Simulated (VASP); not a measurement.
A run of VASP 6.6.1 is set up as follows.

File INCAR:

```
SYSTEM = Cd
  PREC = Accurate
  ENCUT = 600
  EDIFF = 1E-6
  ISMEAR = -1
  SIGMA = 0.1
  LREAL = .FALSE.
  LASPH = .TRUE.
  NELM = 100
  ALGO = Normal
  ISIF = 3
  LWAVE = .FALSE.
  LCHARG = .FALSE.
  GGA = PE
  IBRION = 2
  NSW = 80
  EDIFFG = -0.01
```

File KPOINTS:

```
Automatic mesh
0
G
  12 12 12
  0 0 0
```

Contents of POSCAR:

```
Cd
1.0
    0.0000000000      2.2099191412      2.2099191412
    2.2099191412      0.0000000000      2.2099191412
    2.2099191412      2.2099191412      0.0000000000
Cd
1
Direct
    0.0000000000      0.0000000000      0.0000000000
```

Potentials or basis: VASP PAW PBE potentials, release 64 (Cd).

Run with:

```console
$ cat potpaw_PBE.64/Cd/POTCAR > POTCAR
$ mpirun -np 1 vasp_std > vasp.out
```

(1) Predict the space group after relaxing (to 0.05 Å).

(2) Estimate the relaxed cell.

(3) Estimate the relaxed volume.

(4) Predict the band gap on the k mesh.

Answers

(1) Fm-3m (No. 225).

(2) a = 3.191 Å, b = 3.191 Å, c = 3.191 Å, α = 60.00°, β = 60.00°, γ = 60.00°.

(3) 22.98 Å³/atom.

(4) zero (band 6 reaches 4.31 eV, above the bottom of band 7 at 1.08 eV).
